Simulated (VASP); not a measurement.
Here is a VASP 6.6.1 calculation.

Contents of INCAR:

```
SYSTEM = ZnO
  ALGO = Normal
  EDIFF = 1E-6
  ENCUT = 520
  GGA = PE
  ISIF = 2
  ISMEAR = 0
  LASPH = .TRUE.
  LCHARG = .FALSE.
  LREAL = .FALSE.
  LWAVE = .FALSE.
  NBANDS = 16
  NELM = 100
  PREC = Accurate
  SIGMA = 0.05
```

KPOINTS

```
k-points
0
G
  14 14 14
  0 0 0
```

Contents of POSCAR:

```
ZnO
1.0
    0.0000000000      2.0878058975      2.0878058975
    2.0878058975      0.0000000000      2.0878058975
    2.0878058975      2.0878058975      0.0000000000
Zn O
1 1
Direct
    0.0000000000      0.0000000000      0.0000000000
    0.5000000000      0.5000000000      0.5000000000
```

Potentials or basis: VASP PAW PBE potentials, release 64 (Zn, O).

The run is started by

```console
$ cat potpaw_PBE.64/Zn/POTCAR potpaw_PBE.64/O/POTCAR > POTCAR
$ mpirun -np 1 vasp_std > vasp.out
```

Problem. What does it give for the pressure?

Solution. 24.7 GPa.

Problem. Estimate the band gap on the k mesh.

Solution. 1.23 eV, indirect (least direct gap 2.90 eV).

Caveat: the cell differs from its parent crystal (strained). A k mesh can miss the band edges.
